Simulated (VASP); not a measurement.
# InGa3O3 (P3m1) in VASP: single point with PBE

Aim: the single point of InGa3O3 with PBE.

All numbers are computed with VASP 6.6.1; they aren't measurements. Logs are shortened: lines on timing, memory, paths and dates and some standing lists are left out, and cuts for length are marked.

### Step 1. The cell of the first run

The structure is trigonal, space group P3m1 (No. 156). The conventional cell has a = 3.081 Å, b = 3.081 Å, c = 14.407 Å, α = 90.00°, β = 90.00°, γ = 120.00°. Within 4.1 Å of In (site symmetry 3m) lie 6 In at 3.08 Å and 3 Ga at 3.31 Å and 3 O at 3.64 Å. Ga (site symmetry 3m) has 4 O at 1.83 to 1.90 Å within 2.4 Å. Within 4.1 Å of Ga (site symmetry 3m) lie 6 Ga at 3.08 Å and 3 In at 3.31 Å and 1 O at 3.91 Å. Within 2.6 Å of Ga (site symmetry 3m) lie 6 O at 1.95 to 2.17 Å. O (site symmetry 3m) has 3 Ga at 1.90 Å within 2.5 Å. O (site symmetry 3m) has 4 Ga at 1.83 to 2.17 Å within 2.4 Å. Within 2.6 Å of O (site symmetry 3m) lie 3 Ga at 1.95 Å.

### Step 2. Single point, PBE

Contents of INCAR:

```
  PREC = Accurate
  ENCUT = 520
  EDIFF = 1E-6
  ISMEAR = 0
  SIGMA = 0.1
  LREAL = False
  LASPH = True
  NELM = 100
  ALGO = Normal
  ISIF = 2
  LWAVE = False
  LCHARG = False
  GGA = PE
  NBANDS = 44
```

Contents of KPOINTS:

```
Automatic mesh
0
Gamma
  12 12 4
```

Contents of POSCAR:

```
InGa3O3
1.0
    3.0814237728      0.0000000000      0.0000000000
   -1.5407118864      2.6685912670      0.0000000000
    0.0000000000      0.0000000000     14.4073039146
In Ga O
1 3 3
Direct
    0.3333333333      0.6666666667      0.7972458365
    0.3333333333      0.6666666667      0.2864265559
    0.0000000000      0.0000000000      0.6038804238
    0.6666666667      0.3333333333      0.0732065479
    0.0000000000      0.0000000000      0.3321986088
    0.3333333333      0.6666666667      0.1591385040
    0.0000000000      0.0000000000      0.0179035229
```

Potentials or basis: VASP PAW PBE potentials, release 64 (In_d, Ga_d, O).

Started as:

```bash
$ cat potpaw_PBE.64/In_d/POTCAR potpaw_PBE.64/Ga_d/POTCAR potpaw_PBE.64/O/POTCAR > POTCAR
$ mpirun -np 1 vasp_std > vasp.out
```

OUTCAR:

```text
PREC = Accurate
   ENCUT = 520
   EDIFF = 1E-6
   ISMEAR = 0
   LREAL = False
   LASPH = True
   NELM = 100
   ISIF = 2
   GGA = PE

 ion  position               nearest neighbor table
   1  0.333  0.667  0.797-   3 3.31   3 3.31   3 3.31
   2  0.333  0.667  0.286-   6 1.83   5 1.90   5 1.90   5 1.90
   3  0.000  0.000  0.604-   1 3.31   1 3.31   1 3.31
   4  0.667  0.333  0.073-   7 1.95   7 1.95   7 1.95   6 2.17   6 2.17   6 2.17
   5  0.000  0.000  0.332-   2 1.90   2 1.90   2 1.90
   6  0.333  0.667  0.159-   2 1.83   4 2.17   4 2.17   4 2.17
   7  0.000  0.000  0.018-   4 1.95   4 1.95   4 1.95

  LATTYP: Found a hexagonal cell.
 ALAT       =     3.0814237728
 C/A-ratio  =     4.6755347453

  Lattice vectors:

 A1 = (   3.0814237728,   0.0000000000,   0.0000000000)
 A2 = (  -1.5407118864,   2.6685912670,   0.0000000000)
 A3 = (   0.0000000000,   0.0000000000,  14.4073039146)

Analysis of symmetry for initial positions (statically):
=====================================================================
 Subroutine PRICEL returns:
 Original cell was already a primitive cell.

 Routine SETGRP: Setting up the symmetry group for a
 hexagonal supercell.

 Subroutine GETGRP returns: Found  6 space group operations
 (whereof  6 operations were pure point group operations)
 out of a pool of 24 trial point group operations.

The static configuration has the point symmetry C_3v.

Analysis of symmetry for dynamics (positions and initial velocities):
=====================================================================
 Subroutine PRICEL returns:
 Original cell was already a primitive cell.

 Routine SETGRP: Setting up the symmetry group for a
 hexagonal supercell.

 Subroutine GETGRP returns: Found  6 space group operations
 (whereof  6 operations were pure point group operations)
 out of a pool of 24 trial point group operations.

The dynamic configuration has the point symmetry C_3v.

 Subroutine INISYM returns: Found  6 space group operations
 (whereof  6 operations are pure point group operations),
 and found     1 'primitive' translations

----------------------------------------------------------------------------------------

                                     Primitive cell

  volume of cell :     118.4721

  direct lattice vectors                    reciprocal lattice vectors
     3.081423773  0.000000000  0.000000000     0.324525308  0.187364774  0.000000000
    -1.540711886  2.668591267  0.000000000     0.000000000  0.374729548  0.000000000
     0.000000000  0.000000000 14.407303915     0.000000000  0.000000000  0.069409239

  length of vectors
     3.081423773  3.081423773 14.407303915     0.374729548  0.374729548  0.069409239

  position of ions in fractional coordinates (direct lattice)
     0.333333333  0.666666667  0.797245836
     0.333333333  0.666666667  0.286426556
     0.000000000  0.000000000  0.603880424
     0.666666667  0.333333333  0.073206548
     0.000000000  0.000000000  0.332198609
     0.333333333  0.666666667  0.159138504
     0.000000000  0.000000000  0.017903523

  ion indices of the primitive-cell ions
   primitive index   ion index
                 1           1
                 2           2
                 3           3
                 4           4
                 5           5
                 6           6
                 7           7

----------------------------------------------------------------------------------------

 KPOINTS: Automatic mesh

Automatic generation of k-mesh.
 Grid dimensions read from file:
 generate k-points for:   12   12    4

 Generating k-lattice:

  Cartesian coordinates                     Fractional coordinates (reciprocal lattice)
     0.027043776  0.015613731  0.000000000     0.083333333  0.000000000  0.000000000
     0.000000000  0.031227462  0.000000000     0.000000000  0.083333333  0.000000000
     0.000000000  0.000000000  0.017352310     0.000000000  0.000000000  0.250000000

  Length of vectors
     0.031227462  0.031227462  0.017352310

  Shift w.r.t. Gamma in fractional coordinates (k-lattice)
     0.000000000  0.000000000  0.000000000

 Subroutine IBZKPT returns following result:
 ===========================================

 Found     69 irreducible k-points:

 Following reciprocal coordinates:
            Coordinates               Weight
  0.000000  0.000000  0.000000      1.000000
  0.083333  0.000000  0.000000      6.000000
  0.166667  0.000000  0.000000      6.000000
  0.250000 -0.000000  0.000000      6.000000
  0.333333  0.000000  0.000000      6.000000
  0.416667  0.000000  0.000000      6.000000
[... 16 lines left out ...]
  0.166667  0.000000  0.250000      6.000000
  0.000000  0.166667  0.250000      6.000000
 [... further k-points ...]
   k-points           NKPTS =     69   k-points in BZ     NKDIM =     69   number of bands    NBANDS=     44
   number of dos      NEDOS =    301   number of ions     NIONS =      7
   total plane-waves  NPLWV =  62208
   dimension x,y,z NGX =    24 NGY =   24 NGZ =  108
   dimension x,y,z NGXF=    48 NGYF=   48 NGZF=  216
   ions per type =               1   3   3
   NGX,Y,Z   is equivalent  to a cutoff of  12.95, 12.95, 12.46 a.u.
   NGXF,Y,Z  is equivalent  to a cutoff of  25.90, 25.90, 24.92 a.u.
 SYSTEM =  unknown system
   PREC   = accura    normal or accurate (medium, high low for compatibility)
   ISTART =      0    job   : 0-new  1-cont  2-samecut
   ICHARG =      2    charge: 1-file 2-atom 10-const
   ISPIN  =      1    spin polarized calculation?
   LNONCOLLINEAR =      F non collinear calculations
   LSORBIT =      F    spin-orbit coupling
   LASPH  =      T    aspherical Exc in radial PAW
   ENCUT  =  520.0 eV  38.22 Ry    6.18 a.u.   5.73  5.73 26.79*2*pi/ulx,y,z
   NELM   =    100;   NELMIN=  2; NELMDL= -5     # of ELM steps
   EDIFF  = 0.1E-05   stopping-criterion for ELM
   LREAL  =      F    real-space projection
   EDIFFG = 0.1E-04   stopping-criterion for IOM
   NSW    =      0    number of steps for IOM
   IBRION =     -1    ionic relax: 0-MD 1-quasi-New 2-CG
   NFREE  =      0    steps in history (QN), initial steepest desc. (CG)
   ISIF   =      2    stress and relaxation
   ISYM   =      2    0-nonsym 1-usesym 2-fastsym
   POTIM  = 0.5000    time-step for ionic-motion
   TEBEG  =    0.0;   TEEND  =   0.0 temperature during run
   PSTRESS=    0.0 pullay stress
   NELECT =      70.0000    total number of electrons
   NUPDOWN=      -1.0000    fix difference up-down
   EMIN   =  10.00;   EMAX   =-10.00  energy-range for DOS
   EFERMI =   0.00;   METHOD = LEGACY
   ISMEAR =     0;   SIGMA  =   0.10  broadening in eV -4-tet -1-fermi 0-gaus
   EFERMI_NEDOS =   21; number of points for ismear=-14 and -15
   IALGO  =     38    algorithm
   IMIX   =      4    mixing-type and parameters
     AMIX     =   0.40;   BMIX     =  1.00
     AMIX_MAG =   1.60;   BMIX_MAG =  1.00
  volume/ion in A,a.u.               =      16.92       114.21
  Fermi-wavevector in a.u.,A,eV,Ry     =   1.373732  2.595978 25.676104  1.887140
  Thomas-Fermi vector in A             =   2.499223
   LORBIT       =      0    0 simple, 1 ext, 2 COOP (PROOUT), +10 PAW based schemes
   GGA     = PE    functional components
   LHFCALC =     F    Hartree Fock is set to
   AEXX    =    0.0000 exact exchange contribution
   IVDW    =     0    specifies the selected vdW correction
   LEPSILON=     F    determine dielectric tensor
   LRPA    =     F    only Hartree local field effects (RPA)
 non-spin polarized calculation
 Gauss-broadening in eV      SIGMA  =   0.10
  energy-cutoff  :      520.00
  volume of cell :      118.47
 maximum number of plane-waves:      3212
 NGX is ok and might be reduce to    24
   NGX = 11   NGY = 11   NGZ = 53

 number of electron      70.0000000 magnetization

 Free energy of the ion-electron system (eV)
  ---------------------------------------------------
  ext. energy  EPLUGINS =         0.00000000
  ---------------------------------------------------
  free energy    TOTEN  =       -34.35626062 eV

  energy without entropy =      -34.34697942  energy(sigma->0) =      -34.35162002

 E-fermi :   4.8361     XC(G=0):  -9.9138

 val. band max:        4.7126684444   @ k =   0.1667   0.1667   0.0000
 cond. band min:       4.8366307917   @ k =  -0.0833   0.3333   0.2500
 fundamental gap:      0.1239623473
 Fermi energy:         4.8360505814

 k-point     1 :       0.0000    0.0000    0.0000
  band No.  band energies     occupation
      1     -16.9895      2.00000
      2     -15.7623      2.00000
      3     -14.2953      2.00000
      4     -11.5400      2.00000
      5     -11.5400      2.00000
      6     -11.1328      2.00000
[... 36 lines left out ...]
     43      13.9893      0.00000
     44      14.9171      0.00000

 k-point     2 :       0.0833    0.0000    0.0000
  band No.  band energies     occupation
      1     -16.9468      2.00000
      2     -15.7057      2.00000
      3     -14.2941      2.00000
      4     -11.5265      2.00000
      5     -11.5229      2.00000
      6     -11.1475      2.00000
[... 36 lines left out ...]
     43      13.6118      0.00000
     44      14.1326      0.00000

 k-point     3 :       0.1667    0.0000    0.0000
  band No.  band energies     occupation
      1     -16.8303      2.00000
      2     -15.5469      2.00000
      3     -14.2912      2.00000
      4     -11.4808      2.00000
      5     -11.4762      2.00000
      6     -11.1775      2.00000
[... 36 lines left out ...]
     43      12.8864      0.00000
     44      13.1965      0.00000

 k-point     4 :       0.2500   -0.0000    0.0000
  band No.  band energies     occupation
      1     -16.6715      2.00000
      2     -15.3184      2.00000
      3     -14.2867      2.00000
      4     -11.4140      2.00000
      5     -11.4024      2.00000
      6     -11.1950      2.00000
[... 882 lines left out ...]
     43      13.6129      0.00000
     44      14.1686      0.00000

 k-point    23 :       0.1667    0.0000    0.2500
  band No.  band energies     occupation
      1     -16.8302      2.00000
      2     -15.5468      2.00000
      3     -14.2911      2.00000
      4     -11.4808      2.00000
      5     -11.4762      2.00000
      6     -11.1775      2.00000
[... 36 lines left out ...]
     43      12.9710      0.00000
     44      13.2420      0.00000

 k-point    24 :       0.0000    0.1667    0.2500
  band No.  band energies     occupation
      1     -16.8302      2.00000
      2     -15.5468      2.00000
      3     -14.2911      2.00000
      4     -11.4808      2.00000
      5     -11.4762      2.00000
      6     -11.1775      2.00000
[... 36 lines left out ...]
     43      12.9353      0.00000
     44      13.2528      0.00000

 [... further k-points ...]

------------------------ aborting loop because EDIFF is reached ----------------------------------------

  FORCE on cell =-STRESS in cart. coord.  units (eV):
  Direction    XX          YY          ZZ          XY          YZ          ZX
  --------------------------------------------------------------------------------------
  -------------------------------------------------------------------------------------
  Total        0.2807363      0.2807363      0.1537836      0.0000000      0.0000000     -0.0000000
  in kB        3.7965837      3.7965837      2.0797174      0.0000000      0.0000000     -0.0000000
  external PRESSURE =       3.2242949 kB  Pullay stress =       0.0000000 kB

 VOLUME and BASIS-vectors are now :
 -----------------------------------------------------------------------------
  energy-cutoff  :      520.00
  volume of cell :      118.47
      direct lattice vectors                 reciprocal lattice vectors
     3.081423773  0.000000000  0.000000000     0.324525308  0.187364774  0.000000000
    -1.540711886  2.668591267  0.000000000     0.000000000  0.374729548  0.000000000
     0.000000000  0.000000000 14.407303915     0.000000000  0.000000000  0.069409239

 POSITION                                       TOTAL-FORCE (eV/Angst)
 -----------------------------------------------------------------------------------
     -0.00000      1.77906     11.48616         0.000000     -0.000000      0.003730
     -0.00000      1.77906      4.12663         0.000000      0.000000      0.011717
      0.00000      0.00000      8.70029        -0.000000     -0.000000     -0.002660
      1.54071      0.88953      1.05471        -0.000000      0.000000      0.003526
      0.00000      0.00000      4.78609         0.000000      0.000000      0.043622
     -0.00000      1.77906      2.29276         0.000000      0.000000     -0.008409
      0.00000      0.00000      0.25794        -0.000000     -0.000000     -0.051524
 -----------------------------------------------------------------------------------
    total drift:                                0.000001      0.000000     -0.001556

  FREE ENERGIE OF THE ION-ELECTRON SYSTEM (eV)
  ---------------------------------------------------
  free  energy   TOTEN  =       -34.3562606249 eV

  energy  without entropy=      -34.3469794227  energy(sigma->0) =      -34.35162002
```

Wall time 4.3 min (1 thread of Intel Xeon Platinum 8488C (Sapphire Rapids), shared host); peak memory 0.44 GiB.

Results:

| Quantity | Value |
| --- | --- |
| Free energy | -34.3563 eV |
| Pressure | 0.3 GPa |
| Largest force | 0.052 eV/Å |
| Band gap on the k mesh | zero (band 35 reaches 5.64 eV, above the bottom of band 36 at 3.53 eV) |

Forces on the atoms (eV/Å):
```
In   0.000  0.000  0.004
Ga   0.000  0.000  0.012
Ga   0.000  0.000 -0.003
Ga   0.000  0.000  0.004
O    0.000  0.000  0.044
O    0.000  0.000 -0.008
O    0.000  0.000 -0.052
```

Stress tensor (GPa, compression positive):
```
0.38 0.00 0.00
0.00 0.38 0.00
0.00 0.00 0.21
```

Levels at points of the mesh, in eV from the Fermi level:
```
           k point  band 31  band 32  band 33  band 34  band 35  band 36  band 37  band 38  band 39  band 40
(0.00, 0.00, 0.00)    -3.25    -3.25    -2.97    -2.97    -2.15    -0.66     1.27     2.88     4.21     6.56
(0.50, 0.00, 0.00)    -4.23    -3.30    -3.02    -2.92    -1.87    -1.30     2.40     2.64     3.47     3.99
(0.00, 0.00, 0.50)    -3.25    -3.25    -2.97    -2.97    -1.83    -0.99     1.59     2.55     4.37     6.43
(0.50, 0.00, 0.50)    -4.22    -3.30    -3.03    -2.92    -1.86    -1.30     2.24     2.86     3.55     3.82
```

Caveat: spin-orbit coupling is left out, which moves the levels of the heavy elements.
